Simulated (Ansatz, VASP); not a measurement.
# Ir in VASP and in Ansatz

The input INCAR:

```
PREC = Accurate
ENCUT = 520
EDIFF = 1E-6
ISMEAR = 0
SIGMA = 0.15
LREAL = False
LASPH = True
NELM = 60
ALGO = Normal
ISIF = 2
LWAVE = False
LCHARG = True
GGA = PE
LELF = True
LVHAR = True
NBANDS = 10
```

File KPOINTS:

```
Automatic mesh
0
Gamma
  22 22 22
```

The input POSCAR:

```
Ir
1.0
    0.0000000000      1.9197000000      2.0156850000
    1.9197000000      0.0000000000      2.0156850000
    1.9197000000      1.9197000000      0.0000000000
Ir
1
Direct
    0.0000000000      0.0000000000      0.0000000000
```

Input for Ansatz:

```yaml
crystal:
  lattice:
    - [0.0, 1.9197, 2.015685]
    - [1.9197, 0.0, 2.015685]
    - [1.9197, 1.9197, 0.0]
  atoms:
    - { symbol: Ir, position: [0.0, 0.0, 0.0] }
basis:
  ecutwfc: 420
kpoints:
  mp_grid: { grid: [22, 22, 22] }
hamiltonian:
  xc: pbe
scf:
  occupations: { method: gaussian, width: 0.15 }
output:
  forces: true
  stress: true
  eigenvalues: true
```

Change from the starting cell: strain +0.000 along x and y, +0.050 along z, atoms carried along.

Alike in both runs: task single point; functional PBE; k mesh 22 × 22 × 22; occupations gaussian, width 0.15 eV; no spin polarisation.

|  | VASP | Ansatz |
| --- | --- | --- |
| version | VASP 6.6.1 | Ansatz 0.2.0 |
| potentials or method | VASP PAW PBE potentials, release 64 (Ir), cutoff 520 eV | scalar-relativistic, plane waves, PAW |
| valence electrons in the cell | 9 | 17 |

```csv
,VASP,Ansatz,Ansatz less VASP
gap on the k mesh at the Fermi level (eV),none,none,-
pressure (GPa),-6.9,-7.3,-0.41
"traceless stress, the component that is largest in VASP (GPa)",-10.77,-10.84,-0.076
```

A gap of «none» marks a metal or a gap that the smearing closes. VASP's potentials hold 9 valence electrons a cell and Ansatz's 17, so a difference there can come from the potentials and not from the codes.

Spin-orbit coupling is off throughout.
